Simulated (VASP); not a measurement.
AlRu: single point with vdW-DF-cx

Crystal: AlRu.

```
Ru Al
1.0
     2.99160    0.00000    0.00000
     0.00000    2.99160    0.00000
     0.00000    0.00000    3.02152
Ru Al
1 1
Direct
  0.50000 0.50000 0.50000
  0.00000 0.00000 0.01671
```

This cell differs from its parent crystal: last atom moved by 0.05 Å along z, cell strained by +1.0% along z.

```json
{
 "Program": "VASP 6.6.1",
 "Task": "single point",
 "Functional": "vdW-DF-cx",
 "Potentials or basis": "VASP PAW PBE potentials, release 64 (Ru_pv, Al)",
 "Cutoff": "310 eV",
 "k mesh": "12 × 12 × 12",
 "Occupations": "gaussian, width 0.07 eV",
 "Spin": "no spin polarisation",
 "Tolerance level": "screening",
 "Purpose": "stress",
 "Further INCAR settings": "ALGO = Normal; EDIFF = 1e-06"
}
```

```yaml
Pressure: -4.3 GPa
Largest_force: 0.382 eV/Å
Band_gap_on_the_k_mesh: zero (an odd number of electrons rules out a gap without spin polarisation)
```

Forces on the atoms (eV/Å):
```
Ru   0.000  0.000  0.382
Al   0.000  0.000 -0.382
```

Stress tensor (GPa, compression positive):
```
-3.69  0.00  0.00
 0.00 -3.69  0.00
 0.00  0.00 -5.60
```

Levels at points of the mesh, in eV from the Fermi level:
```tsv
k point	band 6	band 7	band 8	band 9	band 10	band 11	band 12
(0.00, 0.00, 0.00)	-3.51	0.16	0.16	0.22	5.86	6.15	6.15
(0.50, 0.00, 0.00)	-2.71	-1.65	-1.54	0.42	2.32	7.48	10.81
(0.50, 0.50, 0.00)	-1.36	-1.36	-1.14	-1.14	1.57	5.29	6.25
(0.00, 0.00, 0.50)	-2.75	-1.53	-1.53	0.46	2.15	7.50	11.05
(0.50, 0.00, 0.50)	-1.38	-1.31	-1.13	-1.10	1.50	5.16	6.20
(0.50, 0.50, 0.50)	-4.56	1.58	1.65	2.62	4.08	4.13	4.13
```

It took 18 s on 1 thread of Intel(R) Xeon(R) 6975P-C (Granite Rapids), on a shared host, peak memory 0.23 GiB.

Caveat: the cell differs from its parent crystal (last atom moved by 0.05 Å along z, cell strained by +1.0% along z); the cell stands under tension; the PAW data sets were made with another functional, which shifts forces and pressure a little.
